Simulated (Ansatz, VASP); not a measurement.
Two plane-wave programs on MgO

```xyz
2
Lattice="2.6546 0.0000 0.0000 0.0000 2.6546 0.0000 0.0000 0.0000 2.6546" Properties=species:S:1:pos:R:3 pbc="T T T"
Mg    0.0000    0.0000    0.0000
O     1.3273    1.3273    1.3273
```

Alike in both runs: task single point; functional r2SCAN; k mesh 6 × 6 × 6; occupations gaussian, width 0.1 eV; no spin polarisation.

```csv
,VASP,Ansatz
version,VASP 6.6.1,Ansatz 0.2.0
potentials or method,"VASP PAW PBE potentials, release 64 (Mg_sv, O), cutoff 920 eV","scalar-relativistic, plane waves, PAW"
valence electrons in the cell,16,16
```

```csv
,VASP,Ansatz,Ansatz less VASP
gap on the k mesh at the Fermi level (eV),3.18,3.15,-0.031
least direct gap on the mesh (eV),4.20,4.17,-0.031
pressure (GPa),-4.9,-5.2,-0.35
```

VASP's potentials were made for PBE, not for r2SCAN. With one functional, cell and mesh, what is left measures potentials, basis and numerics.
